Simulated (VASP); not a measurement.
V:

```
V
1.0
    -1.54405    1.54405    1.54405
     1.54405   -1.54405    1.54405
     1.54405    1.54405   -1.54405
V
1
Direct
  0.00000 0.00000 0.00000
```

This cell differs from its parent crystal: volume scaled by 1.06.

Base run:

- Program: VASP 6.6.1
- Functional: PBEsol
- Potentials or basis: VASP PAW PBE potentials, release 64 (V_sv)
- Cutoff: 520 eV
- k mesh: 12 × 12 × 12
- Occupations: fermi-dirac, width 0.05 eV
- Spin: collinear spin, ferromagnetic start
- Starting moments: [2.0] μB

Its results: pressure -19.5 GPa; net moment 0.00 μB per cell.

Question: After a change of settings the same cell gave: pressure -15.9 GPa; net moment 0.00 μB per cell. Which change was it?
A. functional from PBEsol to PBE; further incar settings from ALGO = Normal; EDIFF = 1e-06; NBANDS = 16 to ALGO = Fast; EDIFF = 1e-06; NBANDS = 16
B. functional from PBEsol to r2SCAN
C. functional from PBEsol to LDA; potentials or basis from VASP PAW PBE potentials, release 64 (V_sv) to VASP PAW LDA potentials, release 64 (V_sv)

Answer: B.

Caveats: the PAW data sets were made with another functional, which shifts forces and pressure a little.
